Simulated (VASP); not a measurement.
Set up this calculation in VASP 6.6.1, as the native input.

| Item | Value |
| --- | --- |
| Task | relaxation of the atoms |
| Functional | PBE |
| Potentials or basis | VASP PAW PBE potentials, release 64 (Si, O) |
| Cutoff | 520 eV |
| k mesh | 5 × 5 × 3 |
| Occupations | fermi-dirac, width 0.02 eV |
| Spin | no spin polarisation |
| Dipole correction | no |
| Further INCAR settings | ALGO = Normal; EDIFF = 1e-06; IBRION = 2; EDIFFG = -0.02; NSW = 80 |

The structure of SiO2 lies in POSCAR:

```
SiO2
1.0
    4.7460000000      0.0000000000      0.0000000000
    0.0000000000      4.7460000000      0.0000000000
    0.0000000000      0.0000000000      6.4450000000
Si O
4 8
Direct
    0.3237000000      0.3237000000      0.0000000000
    0.1763000000      0.8237000000      0.2500000000
    0.6763000000      0.6763000000      0.5000000000
    0.8237000000      0.1763000000      0.7500000000
    0.2338000000      0.1546000000      0.1992000000
    0.3454000000      0.7338000000      0.4492000000
    0.7662000000      0.8454000000      0.6992000000
    0.6546000000      0.2662000000      0.9492000000
    0.7338000000      0.3454000000      0.5508000000
    0.8454000000      0.7662000000      0.3008000000
    0.2662000000      0.6546000000      0.0508000000
    0.1546000000      0.2338000000      0.8008000000
```

These files were run (other wordings do the same):

INCAR

```
SYSTEM = SiO2
PREC = Accurate
ENCUT = 520
EDIFF = 1E-6
ISMEAR = -1
SIGMA = 0.02
LREAL = .FALSE.
LASPH = .TRUE.
NELM = 100
ALGO = Normal
ISIF = 2
LWAVE = .FALSE.
LCHARG = .FALSE.
GGA = PE
IBRION = 2
NSW = 80
EDIFFG = -0.02
```

KPOINTS

```
Automatic mesh
0
G
  5 5 3
  0 0 0
```

Potentials or basis: VASP PAW PBE potentials, release 64 (Si, O).

Run with:

```sh
$ cat potpaw_PBE.64/Si/POTCAR potpaw_PBE.64/O/POTCAR > POTCAR
$ mpirun -np 1 vasp_std > vasp.out
```

Results of the run:

```
Energy gained by relaxing    : 33.8 meV/atom
Ionic steps                  : 14
Pressure after relaxing      : 5.8 GPa
Largest force after relaxing : 0.009 eV/Å
Band gap on the k mesh       : 5.82 eV
```

Run time: 5 min on 1 thread of Intel(R) Xeon(R) Platinum 8488C (Sapphire Rapids) (shared host), peak memory 0.24 GiB.
